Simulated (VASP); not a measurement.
HfN, 2 atoms in the cell. The structure is cubic, space group F-43m (No. 216). Conventional cell: a = 4.733 Å, b = 4.733 Å, c = 4.733 Å, α = 90.00°, β = 90.00°, γ = 90.00°. Within 2.7 Å of Hf (site symmetry -43m) lie 4 N at 2.05 Å. Within 2.7 Å of N (site symmetry -43m) lie 4 Hf at 2.05 Å. 

| Quantity | Value |
| --- | --- |
| Program | VASP 6.6.1 |
| Task | single point |
| Functional | PBEsol |
| Potentials or basis | VASP PAW PBE potentials, release 64 (Hf_pv, N) |
| Cutoff | 520 eV |
| k mesh | 9 × 9 × 9 |
| Occupations | fermi-dirac, width 0.05 eV |
| Spin | no spin polarisation |
| Dipole correction | no |
| Further INCAR settings | ALGO = Normal; EDIFF = 1e-06; NBANDS = 14 |

Potentials or basis: VASP PAW PBE potentials, release 64 (Hf_pv, N).

The run is started by

```sh
$ cat potpaw_PBE.64/Hf_pv/POTCAR potpaw_PBE.64/N/POTCAR > POTCAR
$ mpirun -np 1 vasp_std > vasp.out
```

Hardware: 1 thread of Intel Xeon 6975P-C, with other jobs on the host.

Q: Estimate the wall time of this run.

A: Wall time 8 s on 1 thread of Intel Xeon 6975P-C, on a shared host, peak memory 0.16 GiB. Counts: scf iterations 13, k points 35.
